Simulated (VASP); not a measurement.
## ZnB2S2: single point with PBE

ZnB2S2, a sheet with vacuum:

```
CELL_PARAMETERS angstrom
3.14423 0.00000 0.00000
-1.57211 2.72298 0.00000
0.00000 0.00000 18.00000
ATOMIC_POSITIONS crystal
Zn 0.00000 0.00000 0.49300
B 0.33333 0.66667 0.40688
B 0.66667 0.33333 0.40688
S 0.33333 0.66667 0.59312
S 0.66667 0.33333 0.59312
```

```yaml
Program: VASP 6.6.1
Task: single point
Functional: PBE
Potentials_or_basis: VASP PAW PBE potentials, release 64 (Zn, B, S)
Cutoff: 520 eV
k_mesh: 6 × 6 × 1
Occupations: gaussian, width 0.1 eV
Spin: no spin polarisation
Dipole_correction: yes
Further_INCAR_settings: ALGO = Normal; EDIFF = 1e-07; NBANDS = 23
```

```
Largest force          : 3.229 eV/Å
Band gap on the k mesh : zero (band 15 reaches 0.94 eV, above the bottom of band 16 at -1.29 eV)
```

Forces on the atoms (eV/Å):
```
Zn   0.000  0.000 -3.229
B    0.000  0.000  0.148
B    0.000  0.000  0.148
S    0.000  0.000  1.467
S    0.000  0.000  1.467
```

Levels at points of the mesh, in eV from the Fermi level:
| k point | band 12 | band 13 | band 14 | band 15 | band 16 | band 17 | band 18 | band 19 |
| --- | --- | --- | --- | --- | --- | --- | --- | --- |
| (0.00, 0.00, 0.00) | -3.16 | -1.41 | -1.41 | 1.21 | 1.21 | 1.48 | 3.49 | 3.67 |
| (0.50, 0.00, 0.00) | -4.60 | -3.63 | -1.21 | -0.01 | 1.86 | 4.90 | 4.92 | 5.27 |

Wall time 61 s on 1 thread of Intel Xeon 6975P-C, on a shared host, peak memory 0.27 GiB.

Caveat: the k points lie up to 0.38 Å⁻¹ apart.
